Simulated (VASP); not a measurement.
# SiO2 (P4_32_12) in VASP: a series of runs

SiO2 is run at these levels: PBEsol; tasks: single point.

Everything below comes from runs of VASP 6.6.1. Logs are shortened: lines on timing, memory, paths and dates and some standing lists are left out, and cuts for length are marked.

## (1) The cell of the first run

Symmetry: P4_32_12, No. 96, tetragonal system. The conventional cell has a = 4.877 Å, b = 4.877 Å, c = 6.945 Å, α = 90.00°, β = 90.00°, γ = 90.00°. Si (site symmetry 2) has 4 O at 1.62 Å within 2.2 Å. O (site symmetry 1) has 2 Si at 1.62 Å within 2.2 Å.

## (2) Single point, PBEsol (biaxial strain in the a-b plane: -3.0 %, then relaxed in part)

File INCAR:

```
SYSTEM = SiO2
PREC = Accurate
ENCUT = 520
EDIFF = 1E-6
ISMEAR = 0
SIGMA = 0.02
LREAL = .FALSE.
LASPH = .TRUE.
NELM = 80
ALGO = Normal
ISIF = 2
LWAVE = .FALSE.
LCHARG = .TRUE.
GGA = PS
LELF = .TRUE.
LVHAR = .TRUE.
NBANDS = 44
```

File KPOINTS:

```
Automatic mesh
0
G
  6 6 4
  0 0 0
```

File POSCAR:

```
SiO2
1.0
    4.8769480210      0.0000000000      0.0000000000
    0.0000000000      4.8769480210      0.0000000000
    0.0000000000      0.0000000000      6.9448411033
Si O
4 8
Direct
    0.1905661839      0.1905661839      0.0000000000
    0.3094338161      0.6905661839      0.7500000000
    0.6905661839      0.3094338161      0.2500000000
    0.8094338161      0.8094338161      0.5000000000
    0.6261534310      0.7352465798      0.6875261746
    0.3738465690      0.2647534202      0.1875261746
    0.7352465798      0.6261534310      0.3124738254
    0.2352465798      0.8738465690      0.9375261746
    0.2647534202      0.3738465690      0.8124738254
    0.1261534310      0.7647534202      0.5624738254
    0.8738465690      0.2352465798      0.0624738254
    0.7647534202      0.1261534310      0.4375261746
```

Potentials or basis: VASP PAW PBE potentials, release 64 (Si, O).

Run with:

```sh
$ cat potpaw_PBE.64/Si/POTCAR potpaw_PBE.64/O/POTCAR > POTCAR
$ mpirun -np 1 vasp_std > vasp.out
```

OUTCAR:

```text
SYSTEM = SiO2
   PREC = Accurate
   ENCUT = 520
   EDIFF = 1E-6
   ISMEAR = 0
   LREAL = .FALSE.
   LASPH = .TRUE.
   NELM = 80
   ISIF = 2
   GGA = PS

 ion  position               nearest neighbor table
   1  0.191  0.191  0.000-   8 1.62  11 1.62   9 1.62   6 1.62   2 3.05   3 3.05   2 3.05   3 3.05

   2  0.309  0.691  0.750-   5 1.62   9 1.62   8 1.62  10 1.62   1 3.05   4 3.05   1 3.05   4 3.05

   3  0.691  0.309  0.250-   6 1.62   7 1.62  11 1.62  12 1.62   1 3.05   4 3.05   4 3.05   1 3.05

   4  0.809  0.809  0.500-  10 1.62  12 1.62   5 1.62   7 1.62   2 3.05   3 3.05   3 3.05   2 3.05

   5  0.626  0.735  0.688-   2 1.62   4 1.62
   6  0.374  0.265  0.188-   3 1.62   1 1.62
   7  0.735  0.626  0.312-   3 1.62   4 1.62
   8  0.235  0.874  0.938-   1 1.62   2 1.62
   9  0.265  0.374  0.812-   2 1.62   1 1.62
  10  0.126  0.765  0.562-   4 1.62   2 1.62
  11  0.874  0.235  0.062-   1 1.62   3 1.62
  12  0.765  0.126  0.438-   4 1.62   3 1.62

  LATTYP: Found a simple tetragonal cell.
 ALAT       =     4.8769480210
 C/A-ratio  =     1.4240137630

  Lattice vectors:

 A1 = (   4.8769480210,   0.0000000000,   0.0000000000)
 A2 = (   0.0000000000,   4.8769480210,   0.0000000000)
 A3 = (   0.0000000000,   0.0000000000,   6.9448411033)

Analysis of symmetry for initial positions (statically):
=====================================================================
 Subroutine PRICEL returns:
 Original cell was already a primitive cell.

 Routine SETGRP: Setting up the symmetry group for a
 simple tetragonal supercell.

 Subroutine GETGRP returns: Found  8 space group operations
 (whereof  2 operations were pure point group operations)
 out of a pool of 16 trial point group operations.

The static configuration has the point symmetry C_2 .
 The point group associated with its full space group is D_4 .

Analysis of symmetry for dynamics (positions and initial velocities):
=====================================================================
 Subroutine PRICEL returns:
 Original cell was already a primitive cell.

 Routine SETGRP: Setting up the symmetry group for a
 simple tetragonal supercell.

 Subroutine GETGRP returns: Found  8 space group operations
 (whereof  2 operations were pure point group operations)
 out of a pool of 16 trial point group operations.

The dynamic configuration has the point symmetry C_2 .
 The point group associated with its full space group is D_4 .

 Subroutine INISYM returns: Found  8 space group operations
 (whereof  2 operations are pure point group operations),
 and found     1 'primitive' translations

----------------------------------------------------------------------------------------

                                     Primitive cell

  volume of cell :     165.1804

  direct lattice vectors                    reciprocal lattice vectors
     4.876948021  0.000000000  0.000000000     0.205046270  0.000000000  0.000000000
     0.000000000  4.876948021  0.000000000     0.000000000  0.205046270  0.000000000
     0.000000000  0.000000000  6.944841103     0.000000000  0.000000000  0.143991775

  length of vectors
     4.876948021  4.876948021  6.944841103     0.205046270  0.205046270  0.143991775

  position of ions in fractional coordinates (direct lattice)
     0.190566184  0.190566184  0.000000000
     0.309433816  0.690566184  0.750000000
     0.690566184  0.309433816  0.250000000
     0.809433816  0.809433816  0.500000000
     0.626153431  0.735246580  0.687526175
     0.373846569  0.264753420  0.187526175
     0.735246580  0.626153431  0.312473825
     0.235246580  0.873846569  0.937526175
     0.264753420  0.373846569  0.812473825
     0.126153431  0.764753420  0.562473825
     0.873846569  0.235246580  0.062473825
     0.764753420  0.126153431  0.437526175

  ion indices of the primitive-cell ions
   primitive index   ion index
                 1           1
                 2           2
                 3           3
                 4           4
                 5           5
                 6           6
                 7           7
                 8           8
                 9           9
                10          10
                11          11
                12          12

----------------------------------------------------------------------------------------

 KPOINTS: Automatic mesh

Automatic generation of k-mesh.
 Grid dimensions read from file:
 generate k-points for:    6    6    4

 Generating k-lattice:

  Cartesian coordinates                     Fractional coordinates (reciprocal lattice)
     0.034174378  0.000000000  0.000000000     0.166666667  0.000000000  0.000000000
     0.000000000  0.034174378  0.000000000     0.000000000  0.166666667  0.000000000
     0.000000000  0.000000000  0.035997944     0.000000000  0.000000000  0.250000000

  Length of vectors
     0.034174378  0.034174378  0.035997944

  Shift w.r.t. Gamma in fractional coordinates (k-lattice)
     0.000000000  0.000000000  0.000000000

 Subroutine IBZKPT returns following result:
 ===========================================

 Found     30 irreducible k-points:

 Following reciprocal coordinates:
            Coordinates               Weight
  0.000000  0.000000  0.000000      1.000000
  0.166667  0.000000  0.000000      4.000000
  0.333333  0.000000  0.000000      4.000000
  0.500000  0.000000  0.000000      2.000000
  0.166667  0.166667  0.000000      4.000000
  0.333333  0.166667  0.000000      8.000000
[... 16 lines left out ...]
  0.333333  0.000000  0.500000      4.000000
  0.500000  0.000000  0.500000      2.000000
 [... further k-points ...]
   k-points           NKPTS =     30   k-points in BZ     NKDIM =     30   number of bands    NBANDS=     44
   number of dos      NEDOS =    301   number of ions     NIONS =     12
   total plane-waves  NPLWV =  69984
   dimension x,y,z NGX =    36 NGY =   36 NGZ =   54
   dimension x,y,z NGXF=    72 NGYF=   72 NGZF=  108
   ions per type =               4   8
   NGX,Y,Z   is equivalent  to a cutoff of  12.27, 12.27, 12.93 a.u.
   NGXF,Y,Z  is equivalent  to a cutoff of  24.54, 24.54, 25.85 a.u.
 SYSTEM =  SiO2
   PREC   = accura    normal or accurate (medium, high low for compatibility)
   ISTART =      0    job   : 0-new  1-cont  2-samecut
   ICHARG =      2    charge: 1-file 2-atom 10-const
   ISPIN  =      1    spin polarized calculation?
   LNONCOLLINEAR =      F non collinear calculations
   LSORBIT =      F    spin-orbit coupling
   LASPH  =      T    aspherical Exc in radial PAW
   ENCUT  =  520.0 eV  38.22 Ry    6.18 a.u.   9.07  9.07 12.91*2*pi/ulx,y,z
   NELM   =     80;   NELMIN=  2; NELMDL= -5     # of ELM steps
   EDIFF  = 0.1E-05   stopping-criterion for ELM
   LREAL  =      F    real-space projection
   EDIFFG = 0.1E-04   stopping-criterion for IOM
   NSW    =      0    number of steps for IOM
   IBRION =     -1    ionic relax: 0-MD 1-quasi-New 2-CG
   NFREE  =      0    steps in history (QN), initial steepest desc. (CG)
   ISIF   =      2    stress and relaxation
   ISYM   =      2    0-nonsym 1-usesym 2-fastsym
   POTIM  = 0.5000    time-step for ionic-motion
   TEBEG  =    0.0;   TEEND  =   0.0 temperature during run
   PSTRESS=    0.0 pullay stress
   NELECT =      64.0000    total number of electrons
   NUPDOWN=      -1.0000    fix difference up-down
   EMIN   =  10.00;   EMAX   =-10.00  energy-range for DOS
   EFERMI =   0.00;   METHOD = LEGACY
   ISMEAR =     0;   SIGMA  =   0.02  broadening in eV -4-tet -1-fermi 0-gaus
   EFERMI_NEDOS =   21; number of points for ismear=-14 and -15
   IALGO  =     38    algorithm
   IMIX   =      4    mixing-type and parameters
     AMIX     =   0.40;   BMIX     =  1.00
     AMIX_MAG =   1.60;   BMIX_MAG =  1.00
  volume/ion in A,a.u.               =      13.77        92.89
  Fermi-wavevector in a.u.,A,eV,Ry     =   1.193480  2.255351 19.380078  1.424396
  Thomas-Fermi vector in A             =   2.329494
   LORBIT       =      0    0 simple, 1 ext, 2 COOP (PROOUT), +10 PAW based schemes
   GGA     = PS    functional components
   LHFCALC =     F    Hartree Fock is set to
   AEXX    =    0.0000 exact exchange contribution
   IVDW    =     0    specifies the selected vdW correction
   LEPSILON=     F    determine dielectric tensor
   LRPA    =     F    only Hartree local field effects (RPA)
 non-spin polarized calculation
 Gauss-broadening in eV      SIGMA  =   0.02
  energy-cutoff  :      520.00
  volume of cell :      165.18
 maximum number of plane-waves:      4474
   NGX = 19   NGY = 19   NGZ = 25

 number of electron      63.9999957 magnetization

 Free energy of the ion-electron system (eV)
  ---------------------------------------------------
  ext. energy  EPLUGINS =         0.00000000
  ---------------------------------------------------
  free energy    TOTEN  =       -98.61515068 eV

  energy without entropy =      -98.61515068  energy(sigma->0) =      -98.61515068

 E-fermi :   0.4565     XC(G=0):  -8.8526

 val. band max:        0.3068430234   @ k =   0.0000   0.0000   0.0000
 cond. band min:       5.9813841138   @ k =   0.0000   0.0000   0.0000
 fundamental gap:      5.6745410904
 Fermi energy:         0.4564927741

 k-point     1 :       0.0000    0.0000    0.0000
  band No.  band energies     occupation
      1     -19.0473      2.00000
      2     -18.1381      2.00000
      3     -18.1381      2.00000
      4     -16.9942      2.00000
      5     -16.8481      2.00000
      6     -16.8419      2.00000
[... 36 lines left out ...]
     43      11.8303      0.00000
     44      12.1525      0.00000

 k-point     2 :       0.1667    0.0000    0.0000
  band No.  band energies     occupation
      1     -18.9855      2.00000
      2     -18.1905      2.00000
      3     -18.0654      2.00000
      4     -16.9966      2.00000
      5     -16.9516      2.00000
      6     -16.8760      2.00000
[... 36 lines left out ...]
     43      11.8030      0.00000
     44      11.9161      0.00000

 k-point     3 :       0.3333    0.0000    0.0000
  band No.  band energies     occupation
      1     -18.8145      2.00000
      2     -18.3469      2.00000
      3     -17.8589      2.00000
      4     -17.2211      2.00000
      5     -16.9991      2.00000
      6     -16.9421      2.00000
[... 36 lines left out ...]
     43      11.2971      0.00000
     44      11.9105      0.00000

 k-point     4 :       0.5000    0.0000    0.0000
  band No.  band energies     occupation
      1     -18.5780      2.00000
      2     -18.5780      2.00000
      3     -17.5552      2.00000
      4     -17.5552      2.00000
      5     -16.9866      2.00000
      6     -16.9866      2.00000
[... 882 lines left out ...]
     43      11.5971      0.00000
     44      11.5972      0.00000

 k-point    23 :       0.3333    0.0000    0.5000
  band No.  band energies     occupation
      1     -18.6379      2.00000
      2     -18.6379      2.00000
      3     -17.5105      2.00000
      4     -17.5105      2.00000
      5     -16.9440      2.00000
      6     -16.9440      2.00000
[... 36 lines left out ...]
     43      11.6148      0.00000
     44      11.6148      0.00000

 k-point    24 :       0.5000    0.0000    0.5000
  band No.  band energies     occupation
      1     -18.5708      2.00000
      2     -18.5708      2.00000
      3     -17.5807      2.00000
      4     -17.5807      2.00000
      5     -16.9676      2.00000
      6     -16.9676      2.00000
[... 36 lines left out ...]
     43      11.6329      0.00000
     44      11.6338      0.00000

 [... further k-points ...]

------------------------ aborting loop because EDIFF is reached ----------------------------------------

  FORCE on cell =-STRESS in cart. coord.  units (eV):
  Direction    XX          YY          ZZ          XY          YZ          ZX
  --------------------------------------------------------------------------------------
  -------------------------------------------------------------------------------------
  Total        2.4320225      2.4320225      0.5661002      0.0000000      0.0000000     -0.0000000
  in kB       23.5895469     23.5895469      5.4909227      0.0000000      0.0000000     -0.0000000
  external PRESSURE =      17.5566722 kB  Pullay stress =       0.0000000 kB

 VOLUME and BASIS-vectors are now :
 -----------------------------------------------------------------------------
  energy-cutoff  :      520.00
  volume of cell :      165.18
      direct lattice vectors                 reciprocal lattice vectors
     4.876948021  0.000000000  0.000000000     0.205046270  0.000000000  0.000000000
     0.000000000  4.876948021  0.000000000     0.000000000  0.205046270  0.000000000
     0.000000000  0.000000000  6.944841103     0.000000000  0.000000000  0.143991775

 POSITION                                       TOTAL-FORCE (eV/Angst)
 -----------------------------------------------------------------------------------
      0.92938      0.92938      0.00000        -0.019118     -0.019118     -0.000000
      1.50909      3.36786      5.20863         0.019118     -0.019118     -0.000000
      3.36786      1.50909      1.73621        -0.019118      0.019118     -0.000000
      3.94757      3.94757      3.47242         0.019118      0.019118     -0.000000
      3.05372      3.58576      4.77476         0.020269     -0.002797      0.019027
      1.82323      1.29119      1.30234        -0.020269      0.002797      0.019027
      3.58576      3.05372      2.17008        -0.002797      0.020269     -0.019027
      1.14729      4.26170      6.51097        -0.002797     -0.020269      0.019027
      1.29119      1.82323      5.64250         0.002797     -0.020269     -0.019027
      0.61524      3.72966      3.90629         0.020269      0.002797     -0.019027
      4.26170      1.14729      0.43387        -0.020269     -0.002797     -0.019027
      3.72966      0.61524      3.03855         0.002797      0.020269      0.019027
 -----------------------------------------------------------------------------------
    total drift:                                0.000000     -0.000000     -0.000000

  FREE ENERGIE OF THE ION-ELECTRON SYSTEM (eV)
  ---------------------------------------------------
  free  energy   TOTEN  =       -98.6151506757 eV

  energy  without entropy=      -98.6151506757  energy(sigma->0) =      -98.61515068
```

Run time: 4.7 min. Hardware: 1 thread of Intel Xeon 8259CL, shared host; peak memory 0.34 GiB.

What came out:

* Free energy: -98.6152 eV
* Pressure: 1.8 GPa
* Largest force: 0.028 eV/Å
* Band gap on the k mesh: 5.67 eV

Forces on the atoms (eV/Å):
```
Si  -0.019 -0.019  0.000
Si   0.019 -0.019  0.000
Si  -0.019  0.019  0.000
Si   0.019  0.019  0.000
O    0.020 -0.003  0.019
O   -0.020  0.003  0.019
O   -0.003  0.020 -0.019
O   -0.003 -0.020  0.019
O    0.003 -0.020 -0.019
O    0.020  0.003 -0.019
O   -0.020 -0.003 -0.019
O    0.003  0.020  0.019
```

Caveat: the cell differs from its parent crystal (biaxial strain in the a-b plane: -3.0 %, then relaxed in part); the PAW data sets were made with another functional, which shifts forces and pressure a little.

(Part 1 of 3 ends here.)
